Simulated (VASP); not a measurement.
CsPtS: single point with PBE

CsPtS:

```
Cs Pt S
1.0
     4.65440    0.00000    0.00000
     0.00000    4.65440    0.00000
     0.00000    0.00000    5.23363
Cs Pt S
1 1 1
Direct
  0.00000 0.00000 0.00000
  0.00000 0.00000 0.50000
  0.50000 0.50000 0.50000
```

The cell was built from a structure type or drawn by symmetry, and may not be a known phase.

```json
{
 "Program": "VASP 6.6.1",
 "Task": "single point",
 "Functional": "PBE",
 "Potentials or basis": "VASP PAW PBE potentials, release 64 (Cs_sv, Pt, S)",
 "Cutoff": "520 eV",
 "k mesh": "4 × 4 × 4",
 "Occupations": "gaussian, width 0.1 eV",
 "Spin": "no spin polarisation"
}
```

The pressure is -2.4 GPa. The band gap on the k mesh is zero (an odd number of electrons rules out a gap without spin polarisation).

Stress tensor (GPa, compression positive):
```
-8.82  0.00  0.00
 0.00 -8.82  0.00
 0.00  0.00 10.35
```

Levels at points of the mesh, in eV from the Fermi level:
```tsv
k point	band 11	band 12	band 13	band 14	band 15	band 16
(0.00, 0.00, 0.00)	-0.79	-0.79	-0.74	-0.55	3.31	4.48
(0.50, 0.00, 0.00)	-1.01	-0.23	0.66	2.19	4.29	4.67
(0.50, 0.50, 0.00)	-1.08	-1.00	-0.42	-0.37	4.11	6.49
(0.00, 0.00, 0.50)	-1.15	-0.88	-0.88	2.87	4.32	4.45
(0.50, 0.00, 0.50)	-0.52	0.67	0.77	2.82	3.62	4.11
(0.50, 0.50, 0.50)	-1.00	-0.99	-0.86	3.16	4.76	4.76
```

Run time: 13 s on 1 thread of Intel(R) Xeon(R) 6975P-C (Granite Rapids), on a shared host, peak memory 0.23 GiB.

Caveat: spin-orbit coupling is left out, which moves the levels of the heavy elements.
